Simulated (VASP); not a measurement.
# LiSi2B3 (P-6m2) in VASP: a series of runs, part 2 of 2

VASP 6.6.1. Earlier steps stand in the parts before.

**3. Single point, PBE**

This run uses another cell than the first one, of 12.38 Å³/atom.

INCAR reads:

```
SYSTEM = LiSi2B3
PREC = Accurate ; ENCUT = 750
EDIFF = 1E-6 ; ISMEAR = 0
SIGMA = 0.1 ; LREAL = .False.
LASPH = .True. ; NELM = 120
ALGO = Normal ; ISIF = 2
LWAVE = .False. ; LCHARG = .False.
GGA = PE ; NBANDS = 19
GGA_COMPAT = .False.
```

KPOINTS reads:

```
Automatic mesh
0
Gamma
  12 12 6
  0 0 0
```

POSCAR reads:

```
LiSi2B3
1.0
    3.3617787864      0.0000000000      0.0000000000
   -1.6808893932      2.9113858309      0.0000000000
    0.0000000000      0.0000000000      7.5913120808
Li Si B
1 2 3
Direct
    0.0000000000      0.0000000000      0.5000000000
    0.3333333333      0.6666666667      0.8507992573
    0.3333333333      0.6666666667      0.1492007427
    0.3333333333      0.6666666667      0.4006291986
    0.3333333333      0.6666666667      0.5993708014
    0.6666666667      0.3333333333      0.0000000000
```

Potentials or basis: VASP PAW PBE potentials, release 64 (Li_sv, Si, B).

On the command line:

```
> cat potpaw_PBE.64/Li_sv/POTCAR potpaw_PBE.64/Si/POTCAR potpaw_PBE.64/B/POTCAR > POTCAR
> mpirun -np 1 vasp_std > vasp.out
```

It took 4.7 min on 1 thread of Oxide Virtual Turin-like, shared host; peak memory 0.3 GiB.

Results (log left out):

```yaml
Free_energy: -28.7902 eV
Pressure: 0.0 GPa
Largest_force: 0.030 eV/Å
Band_gap_on_the_k_mesh: zero (bands 10 and 11 overlap by 2.47 eV)
```

Forces in eV/Å, atoms in the order of the input:
```
Li   0.000  0.000  0.000
Si   0.000  0.000  0.017
Si   0.000  0.000 -0.017
B    0.000  0.000 -0.030
B    0.000  0.000  0.030
B    0.000  0.000  0.000
```

Stress tensor (GPa, compression positive):
```
 0.03  0.00  0.00
 0.00  0.03  0.00
 0.00  0.00 -0.17
```

Levels at points of the mesh, in eV from the Fermi level:
```csv
k point,band 7,band 8,band 9,band 10,band 11,band 12,band 13,band 14
"(0.00, 0.00, 0.00)",-0.58,-0.58,0.94,0.94,2.69,3.81,3.81,4.40
"(0.50, 0.00, 0.00)",-3.81,-3.03,-2.65,-0.30,0.02,1.43,1.93,2.13
"(0.00, 0.00, 0.50)",-0.49,-0.49,0.70,0.70,2.54,3.69,3.69,4.16
"(0.50, 0.00, 0.50)",-4.44,-2.58,-1.57,-0.67,-0.48,1.19,1.79,3.95
```

**4. Relaxation of cell and atoms, PBE**

This run uses another cell than the first one, of 12.50 Å³/atom.

INCAR reads:

```
SYSTEM = LiSi2B3
PREC     = Accurate       ! precision mode
ENCUT    = 750            ! plane-wave cutoff, eV
EDIFF    = 1E-7           ! SCF threshold, eV
ISMEAR   = 0              ! smearing method
SIGMA    = 0.1            ! smearing width, eV
LREAL    = .False.        ! projectors in reciprocal space
LASPH    = .True.         ! aspherical terms in the spheres
NELM     = 120            ! most SCF steps
ALGO     = Normal         ! electronic algorithm
ISIF     = 3              ! what is computed and relaxed
LWAVE    = .False.        ! write WAVECAR
LCHARG   = .False.        ! write CHGCAR
GGA      = PE             ! functional
IBRION   = 2              ! ionic algorithm
NSW      = 100            ! ionic steps
EDIFFG   = -0.01          ! ionic threshold
GGA_COMPAT= .False.      
NELMIN   = 4
```

KPOINTS is that of step 3.

POSCAR reads:

```
LiSi2B3
1.0
    3.3833536382      0.0000000000      0.0000000000
   -1.6916768191      2.9300702007      0.0000000000
    0.0000000000      0.0000000000      7.5666727068
Li Si B
1 2 3
Direct
    0.0000000000      0.0000000000      0.5000000000
    0.3333333333      0.6666666667      0.8506852951
    0.3333333333      0.6666666667      0.1493147049
    0.3333333333      0.6666666667      0.4011418591
    0.3333333333      0.6666666667      0.5988581409
    0.6666666667      0.3333333333      0.0000000000
```

On the command line:

```
> cat potpaw_PBE.64/Li_sv/POTCAR potpaw_PBE.64/Si/POTCAR potpaw_PBE.64/B/POTCAR > POTCAR
> mpirun -np 1 vasp_std > vasp.out
```

Run time: 13 min. Hardware: 1 thread of Oxide Virtual Turin-like, shared host; peak memory 0.29 GiB.

It converged, with:

| Quantity | Value |
| --- | --- |
| Free energy | -28.7905 eV |
| Relaxed volume | 12.38 Å³/atom |
| Relaxed cell | a = 3.362 Å, b = 3.362 Å, c = 7.589 Å, α = 90.00°, β = 90.00°, γ = 120.00° |
| Space group after relaxing (to 0.1 Å) | P-6m2 (No. 187) |
| Energy gained by relaxing | 0.6 meV/atom |
| Ionic steps | 7 |
| Pressure after relaxing | 0.0 GPa |
| Largest force after relaxing | 0.005 eV/Å |
| Band gap on the k mesh | zero (bands 10 and 11 overlap by 2.47 eV) |

Forces on the atoms (eV/Å):
```
Li   0.000  0.000  0.000
Si   0.000  0.000  0.003
Si   0.000  0.000 -0.003
B    0.000  0.000  0.005
B    0.000  0.000 -0.005
B    0.000  0.000  0.000
```

Step by step:
```tsv
step	energy change (eV)	largest force (eV/Å)	pressure (GPa)	volume (Å³)
1	0.0000	0.2225	-0.16	75.01
2	0.0013	0.5007	-0.84	74.88
3	-0.0019	0.1028	-0.45	74.96
4	-0.0036	0.0421	-0.33	74.57
5	-0.0036	0.0475	-0.32	74.55
6	-0.0038	0.0206	0.11	74.20
7	-0.0039	0.0050	-0.01	74.29
```

Final structure:
```
Li Si B
1.0
     3.36219    0.00000    0.00000
    -1.68109    2.91174    0.00000
     0.00000    0.00000    7.58886
Li Si B
1 2 3
Direct
  0.00000 0.00000 0.50000
  0.33333 0.66667 0.85086
  0.33333 0.66667 0.14914
  0.33333 0.66667 0.40055
  0.33333 0.66667 0.59945
  0.66667 0.33333 0.00000
```

Levels at points of the mesh, in eV from the Fermi level:
```tsv
k point	band 6	band 7	band 8	band 9	band 10	band 11	band 12	band 13	band 14
(0.00, 0.00, 0.00)	-3.19	-0.59	-0.59	0.93	0.93	2.68	3.80	3.80	4.39
(0.50, 0.00, 0.00)	-3.92	-3.81	-3.02	-2.66	-0.30	0.02	1.42	1.94	2.12
(0.00, 0.00, 0.50)	-1.62	-0.50	-0.50	0.70	0.70	2.53	3.69	3.69	4.16
(0.50, 0.00, 0.50)	-5.41	-4.44	-2.59	-1.57	-0.67	-0.48	1.19	1.79	3.95
```

**5. The runs side by side**

| task | cell | k mesh | gap on the mesh (eV) | pressure (GPa) | relaxed volume (Å³/atom) | largest force (eV/Å) |
| --- | --- | --- | --- | --- | --- | --- |
| relaxation of cell and atoms | relaxed from a = 4.059, b = 4.059, c = 4.871 Å, angles 90.0, 90.0, 120.0°, 6 atoms, atomic positions A | 6 × 6 × 4 | none | 0.1 | 12.45 | 0.02 |
| single point | a = 3.362, b = 3.362, c = 7.591 Å, angles 90.0, 90.0, 120.0°, 6 atoms, atomic positions B | 12 × 12 × 6 | none | 0.0 | - | 0.03 |
| relaxation of cell and atoms | relaxed from a = 3.383, b = 3.383, c = 7.567 Å, angles 90.0, 90.0, 120.0°, 6 atoms, atomic positions C | 12 × 12 × 6 | none | 0.0 | 12.38 | - |

Alike in all rows: level PBE; potentials or basis VASP PAW PBE potentials, release 64 (Li_sv, Si, B); no spin polarisation; cutoff (eV) 750; smearing gaussian 0.1 eV.

Caveats: a cell axis changed by over 15 % at a fixed basis, so the end point is rough (at least some runs).

Absolute energies hang on the potentials; compare differences alone.
